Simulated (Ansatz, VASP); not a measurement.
Two plane-wave programs on SnO

```
CELL_PARAMETERS angstrom
3.82015 0.00030 0.00000
-0.00031 3.82015 0.00000
0.00000 0.00000 22.22607
ATOMIC_POSITIONS crystal
Sn 0.99995 0.99995 0.20246
Sn 0.49995 0.49995 0.30878
Sn 0.66661 0.49995 0.47840
Sn 0.16661 0.99995 0.58472
O 0.99995 0.49995 0.25562
O 0.49995 0.99995 0.25562
O 0.66661 0.99994 0.53156
O 0.16661 0.49994 0.53156
```

Alike in both runs: task single point; functional PBE; dispersion D3(BJ); k mesh 7 × 7 × 1; occupations gaussian, width 0.05 eV; no spin polarisation.

|  | VASP | Ansatz |
| --- | --- | --- |
| version | VASP 6.6.1 | Ansatz 0.2.0 |
| potentials or method | VASP PAW PBE potentials, release 64 (Sn_d, O), cutoff 520 eV | scalar-relativistic, plane waves, PAW |
| valence electrons in the cell | 80 | 80 |

```csv
,VASP,Ansatz,Ansatz less VASP
gap on the k mesh at the Fermi level (eV),2.00,2.01,+0.008
least direct gap on the mesh (eV),2.20,2.21,+0.009
rms of the force components (eV/Å),0.063,0.084,+0.0208
```

Ansatz's warnings: structure snapped to symmetry.
